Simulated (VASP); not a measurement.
TiO2:

```
Ti O
1.0
    -1.89210    1.89210    4.75730
     1.89210   -1.89210    4.75730
     1.89210    1.89210   -4.75730
Ti O
2 4
Direct
  0.00000 0.00000 0.00000
  0.75000 0.25000 0.50000
  0.20810 0.20810 0.00000
  0.79190 0.79190 0.00000
  0.95810 0.45810 0.50000
  0.54190 0.04190 0.50000
```

Base run:

* Program: VASP 6.6.1
* Functional: RPBE
* Potentials or basis: VASP PAW PBE potentials, release 64 (Ti_sv, O)
* Cutoff: 600 eV
* k mesh: 9 × 9 × 9
* Occupations: gaussian, width 0.01 eV
* Spin: no spin polarisation

Its results: band gap on the k mesh 2.14 eV (least direct gap 2.49 eV); pressure 10.2 GPa; largest force 0.189 eV/Å.

The run is repeated on the same cell with these changes: functional from RPBE to BLYP. What comes out?

Band gap on the k mesh 2.09 eV (least direct gap 2.44 eV); pressure 11.1 GPa; largest force 0.219 eV/Å.

Caveats: the cell stands under pressure; the PAW data sets were made with another functional, which shifts forces and pressure a little; an odd mesh through Γ misses points on the zone boundary, where band edges can lie.
